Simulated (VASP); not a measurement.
A run of VASP 6.6.1:

The input INCAR:

```
PREC = Accurate
ENCUT = 520
EDIFF = 1E-6
ISMEAR = -1
SIGMA = 0.05
LREAL = Auto
LASPH = True
NELM = 150
ALGO = Normal
ISIF = 2
LWAVE = False
LCHARG = False
ISPIN = 2
MAGMOM = 0 0 0 0 0 0 0 0 0 0 0 0 0 0 0 0 1
LORBIT = 11
GGA = PE
NBANDS = 52
```

KPOINTS

```
Automatic mesh
0
Gamma
  2 2 2
```

POSCAR

```
Si16B
1.0
    0.0000000000      5.4300000000      5.4300000000
    5.4300000000      0.0000000000      5.4300000000
    5.4300000000      5.4300000000      0.0000000000
Si B
16 1
Direct
    0.0283517495      0.0103038674     -0.0594567219
    0.0421639042      0.1605985267      0.1454604052
    0.0071086556     -0.0211786372      0.5425598527
    0.1920902394      0.1637476980      0.5514088398
   -0.0563535912      0.5454511971      0.0091528545
    0.1673756906      0.6406537753      0.0280755064
    0.0202578269      0.5366666667      0.4446408840
    0.1018692449      0.6165101289      0.6598434622
    0.4062246777     -0.0107918969      0.0719705341
    0.6765745856      0.0588766114      0.0868692449
    0.5610681400      0.0232780847      0.4566482505
    0.6403683241      0.1369060773      0.7166482505
    0.5417403315      0.4655156538     -0.0398066298
    0.5726887661      0.6247329650      0.1136648250
    0.5184346225      0.4915469613      0.5087476980
    0.6419337017      0.6520994475      0.5754880295
    0.7282596685      0.1855893186      0.4025138122
```

Potentials or basis: VASP PAW PBE potentials, release 64 (Si, B).

Command:

```bash
$ cat potpaw_PBE.64/Si/POTCAR potpaw_PBE.64/B/POTCAR > POTCAR
$ mpirun -np 1 vasp_std > vasp.out
```

Hardware: 1 thread of AMD EPYC 7R13, on a shared host.

Problem. Estimate the wall time of this run.

Solution. Wall time 12 min on 1 thread of AMD EPYC 7R13 (shared host), peak memory 0.68 GiB. Counts: scf iterations 16, k points 8.
